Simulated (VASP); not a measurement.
# Zn (Fm-3m) in VASP: notebook, part 2 of 2

VASP 6.6.1.

### Step 4. Single point, r2SCAN

This run uses another cell than the first one, of 16.08 Å³/atom, 1.060 times its volume.

POSCAR reads:

```
Zn
1.0
    0.0000000000      2.0033108028      2.0033108028
    2.0033108028      0.0000000000      2.0033108028
    2.0033108028      2.0033108028      0.0000000000
Zn
1
Direct
    0.0000000000      0.0000000000      0.0000000000
```

INCAR.step1 reads:

```
SYSTEM = Zn
  ALGO = Normal
  EDIFF = 1E-4
  ENCUT = 520
  GGA = PE
  ISMEAR = -1
  LASPH = .True.
  LCHARG = .False.
  LREAL = .False.
  LWAVE = .True.
  NBANDS = 12
  NELM = 100
  PREC = Accurate
  SIGMA = 0.05
```

INCAR.step2 reads:

```
SYSTEM = Zn
  ALGO = Normal
  EDIFF = 1E-7
  ENCUT = 520
  ISIF = 2
  ISMEAR = -1
  ISTART = 1
  LASPH = .True.
  LCHARG = .True.
  LELF = .True.
  LMIXTAU = .True.
  LREAL = .False.
  LVHAR = .True.
  LWAVE = .False.
  METAGGA = R2SCAN
  NBANDS = 12
  NELM = 100
  PREC = Accurate
  SIGMA = 0.05
```

KPOINTS reads:

```
k-points
0
Gamma
  12 12 12
  0 0 0
```

Potentials or basis: VASP PAW PBE potentials, release 64 (Zn).

Run with:

```
cat potpaw_PBE.64/Zn/POTCAR > POTCAR
cp INCAR.step1 INCAR
mpirun -np 1 vasp_std > vasp.out
cp INCAR.step2 INCAR
mpirun -np 1 vasp_std > vasp.out
```

OUTCAR:

```text
SYSTEM = Zn
   EDIFF = 1E-7
   ENCUT = 520
   ISIF = 2
   ISMEAR = -1
   ISTART = 1
   LASPH = .True.
   LREAL = .False.
   METAGGA = R2SCAN
   NELM = 100
   PREC = Accurate

 ion  position               nearest neighbor table
   1  0.000  0.000  0.000-

  LATTYP: Found a face centered cubic cell.
 ALAT       =     4.0066216056

  Lattice vectors:

 A1 = (   0.0000000000,   2.0033108028,   2.0033108028)
 A2 = (   2.0033108028,   0.0000000000,   2.0033108028)
 A3 = (   2.0033108028,   2.0033108028,   0.0000000000)

Analysis of symmetry for initial positions (statically):
=====================================================================
 Subroutine PRICEL returns:
 Original cell was already a primitive cell.

 Routine SETGRP: Setting up the symmetry group for a
 face centered cubic supercell.

 Subroutine GETGRP returns: Found 48 space group operations
 (whereof 48 operations were pure point group operations)
 out of a pool of 48 trial point group operations.

The static configuration has the point symmetry O_h .

Analysis of symmetry for dynamics (positions and initial velocities):
=====================================================================
[... 161 lines left out ...]
 Fermi energy:         2.5125839689

 k-point     1 :       0.0000    0.0000    0.0000
  band No.  band energies     occupation
      1      -7.8059      2.00000
      2      -5.2423      2.00000
      3      -5.2423      2.00000
      4      -5.2423      2.00000
      5      -4.8976      2.00000
      6      -4.8976      2.00000
      7      21.0726      0.00000
      8      21.0727      0.00000
      9      21.0727      0.00000
     10      21.8220      0.00000
     11      23.6596      0.00000
     12      23.6596      0.00000
[... 331 lines left out ...]
 k-point    24 :      -0.4167    0.1667    0.0000
  band No.  band energies     occupation
      1      -5.7031      2.00000
      2      -5.3214      2.00000
      3      -5.1161      2.00000
      4      -4.9188      2.00000
      5      -4.6773      2.00000
      6       0.2707      2.00000
      7       2.1551      1.99843
      8      12.0583      0.00000
      9      15.8166      0.00000
     10      18.1847      0.00000
     11      25.1460      0.00000
     12      26.3181      0.00000

 [... further k-points ...]
[... 5 lines left out ...]
  --------------------------------------------------------------------------------------
  -------------------------------------------------------------------------------------
  Total       -0.7320729     -0.7320729     -0.7320729      0.0000000      0.0000000     -0.0000000
  in kB      -72.9440615    -72.9440615    -72.9440615      0.0000000      0.0000000     -0.0000000
  external PRESSURE =     -72.9440615 kB  Pullay stress =       0.0000000 kB

 VOLUME and BASIS-vectors are now :
 -----------------------------------------------------------------------------
  energy-cutoff  :      520.00
  volume of cell :       16.08
      direct lattice vectors                 reciprocal lattice vectors
     0.000000000  2.003310803  2.003310803    -0.249586834  0.249586834  0.249586834
     2.003310803  0.000000000  2.003310803     0.249586834 -0.249586834  0.249586834
     2.003310803  2.003310803  0.000000000     0.249586834  0.249586834 -0.249586834

 POSITION                                       TOTAL-FORCE (eV/Angst)
 -----------------------------------------------------------------------------------
      0.00000      0.00000      0.00000         0.000000      0.000000      0.000000
 -----------------------------------------------------------------------------------
    total drift:                               -0.000000      0.000000      0.000000

  FREE ENERGIE OF THE ION-ELECTRON SYSTEM (eV)
  ---------------------------------------------------
  free  energy   TOTEN  =        -8.8143613497 eV

  energy  without entropy=       -8.8110251430  energy(sigma->0) =       -8.81269325
```

OSZICAR.step1:

```text
N       E                     dE             d eps       ncg     rms          rms(c)
DAV:   1     0.427952651631E+02    0.42795E+02   -0.64693E+03  1764   0.155E+03
DAV:   2     0.122004331201E+00   -0.42673E+02   -0.39567E+02  1788   0.213E+02
DAV:   3    -0.114987220256E+01   -0.12719E+01   -0.12703E+01  2044   0.368E+01
DAV:   4    -0.115294355224E+01   -0.30713E-02   -0.30713E-02  1904   0.179E+00
DAV:   5    -0.115294606337E+01   -0.25111E-05   -0.25106E-05  1628   0.500E-02    0.244E+00
DAV:   6    -0.107323556945E+01    0.79710E-01   -0.42903E-01  2052   0.131E+01    0.192E+00
DAV:   7    -0.106949808432E+01    0.37375E-02   -0.82468E-03  1884   0.175E+00    0.970E-01
DAV:   8    -0.106781025036E+01    0.16878E-02   -0.11168E-03  2064   0.466E-01    0.394E-02
DAV:   9    -0.106782093282E+01   -0.10682E-04   -0.71391E-05  1308   0.111E-01
   1 F= -.10678209E+01 E0= -.10658662E+01  d E =-.390945E-02
```

It took 36 s on 1 thread of Intel Xeon 6975P-C, shared host; peak memory 0.15 GiB.

What came out:

```
Free energy            : -8.8144 eV
Pressure               : -7.3 GPa
Band gap on the k mesh : zero (band 6 reaches 4.82 eV, above the bottom of band 7 at 1.10 eV)
```

Caveat: the PAW data sets were made with another functional, which shifts forces and pressure a little.

### Step 5. Single point, PBE (volume scaled by 1.08)

INCAR reads:

```
  ALGO = Fast
  EDIFF = 1E-6
  ENCUT = 520
  GGA = PE
  ISIF = 2
  ISMEAR = -1
  LASPH = True
  LCHARG = False
  LREAL = False
  LWAVE = False
  NBANDS = 32
  NELM = 60
  PREC = Accurate
  SIGMA = 0.02
```

KPOINTS reads:

```
k-points
0
Gamma
  7 7 7
```

POSCAR reads:

```
Zn
1.0
    4.0316636400      0.0000000000      0.0000000000
    0.0000000000      4.0316636400      0.0000000000
    0.0000000000      0.0000000000      4.0316636400
Zn
4
Direct
    0.0000000000      0.0000000000      0.0000000000
    0.0000000000      0.5000000000      0.5000000000
    0.5000000000      0.0000000000      0.5000000000
    0.5000000000      0.5000000000      0.0000000000
```

Run with:

```
cat potpaw_PBE.64/Zn/POTCAR > POTCAR
mpirun -np 1 vasp_std > vasp.out
```

It took 26 s on 1 thread of Intel Xeon 6975P-C, shared host; peak memory 0.17 GiB.

Results (log left out):

| Quantity | Value |
| --- | --- |
| Free energy | -4.3144 eV |
| Pressure | -4.4 GPa |
| Band gap on the k mesh | zero (band 24 reaches 4.04 eV, above the bottom of band 25 at 1.52 eV) |

Levels at points of the mesh, in eV from the Fermi level:
```csv
k point,band 22,band 23,band 24,band 25,band 26,band 27
"(0.00, 0.00, 0.00)",-0.56,-0.56,-0.56,1.69,1.69,1.69
```

Caveat: the cell differs from its parent crystal (volume scaled by 1.08).

### Step 6. Single point, PBE0

This run uses another cell than the first one, of 15.47 Å³/atom, 1.020 times its volume.

POSCAR reads:

```
Zn
1.0
    0.0000000000      1.9777881408      1.9777881408
    1.9777881408      0.0000000000      1.9777881408
    1.9777881408      1.9777881408      0.0000000000
Zn
1
Direct
    0.0000000000      0.0000000000      0.0000000000
```

INCAR.step1 reads:

```
PREC     = Accurate       # precision mode
ENCUT    = 520            # plane-wave cutoff, eV
EDIFF    = 1E-5           # SCF threshold, eV
ISMEAR   = -1             # smearing method
SIGMA    = 0.05           # smearing width, eV
LREAL    = False          # projectors in reciprocal space
LASPH    = True           # aspherical terms in the spheres
NELM     = 80             # most SCF steps
ALGO     = Normal         # electronic algorithm
ISIF     = 2              # what is computed and relaxed
LWAVE    = True           # write WAVECAR
LCHARG   = False          # write CHGCAR
NBANDS   = 12             # bands
GGA      = PE             # functional
```

INCAR.step2 reads:

```
PREC     = Accurate       # precision mode
ENCUT    = 520            # plane-wave cutoff, eV
EDIFF    = 1E-6           # SCF threshold, eV
ISMEAR   = -1             # smearing method
SIGMA    = 0.05           # smearing width, eV
LREAL    = False          # projectors in reciprocal space
LASPH    = True           # aspherical terms in the spheres
NELM     = 80             # most SCF steps
ALGO     = Normal         # electronic algorithm
ISIF     = 2              # what is computed and relaxed
LWAVE    = False          # write WAVECAR
LCHARG   = False          # write CHGCAR
GGA      = PE             # functional
LHFCALC  = True           # exact exchange
AEXX     = 0.25           # exact-exchange fraction
PRECFOCK = Normal       
NBANDS   = 12             # bands
ISTART   = 1
```

KPOINTS reads:

```
Automatic mesh
0
Gamma
  6 6 6
```

Potentials or basis: VASP PAW PBE potentials, release 64 (Zn).

Run with:

```
cat potpaw_PBE.64/Zn/POTCAR > POTCAR
cp INCAR.step1 INCAR
mpirun -np 1 vasp_std > vasp.out
cp INCAR.step2 INCAR
mpirun -np 1 vasp_std > vasp.out
```

Run time: 3.9 min. Hardware: 1 thread of Intel Xeon Platinum 8488C (Sapphire Rapids), shared host; peak memory 0.14 GiB.

It converged, with:

```
Free energy            : -1.1098 eV
Pressure               : -2.4 GPa
Band gap on the k mesh : zero (band 6 reaches 3.78 eV, above the bottom of band 7 at 1.10 eV)
```

Levels at points of the mesh, in eV from the Fermi level:
```csv
k point,band 2,band 3,band 4,band 5,band 6,band 7,band 8,band 9,band 10,band 11
"(0.00, 0.00, 0.00)",-10.66,-10.66,-10.66,-10.30,-10.30,19.32,19.32,19.32,19.62,21.89
"(0.50, 0.00, 0.00)",-10.67,-10.67,-10.00,-10.00,-4.00,-2.20,16.27,16.27,18.11,19.73
"(0.50, 0.50, 0.00)",-11.24,-10.02,-9.92,-9.92,-1.84,1.93,9.17,9.17,12.66,14.05
```

Caveat: the k points lie up to 0.46 Å⁻¹ apart; the PAW data sets were made with another functional, which shifts forces and pressure a little.

### Step 7. The runs side by side

```tsv
level	potentials or basis	cell	k mesh	smearing	grid for exact exchange (PRECFOCK)	gap on the mesh (eV)	pressure (GPa)
LDA	VASP PAW LDA potentials, release 64 (Zn)	a = 2.779 Å, angles 60.0°, 1 atom	12 × 12 × 12	methfessel-paxton 0.1 eV	-	none	-8.1
RPBE	VASP PAW PBE potentials, release 64 (Zn)	a = 2.779 Å, angles 60.0°, 1 atom	12 × 12 × 12	gaussian 0.05 eV	-	none	3.2
r2SCAN	VASP PAW PBE potentials, release 64 (Zn)	a = 2.833 Å, angles 60.0°, 1 atom	12 × 12 × 12	fermi-dirac 0.05 eV	-	none	-7.3
PBE	VASP PAW PBE potentials, release 64 (Zn)	a = 4.032 Å, 4 atoms	7 × 7 × 7	fermi-dirac 0.02 eV	-	none	-4.4
PBE0	VASP PAW PBE potentials, release 64 (Zn)	a = 2.797 Å, angles 60.0°, 1 atom	6 × 6 × 6	fermi-dirac 0.05 eV	Normal	none	-2.4
```

Alike in all rows: task single point; no spin polarisation; cutoff (eV) 520.

Caveats: some runs use coarse meshes; the PAW data sets were made with another functional, which shifts forces and pressure a little (some runs).

Absolute energies hang on the potentials; compare differences alone.
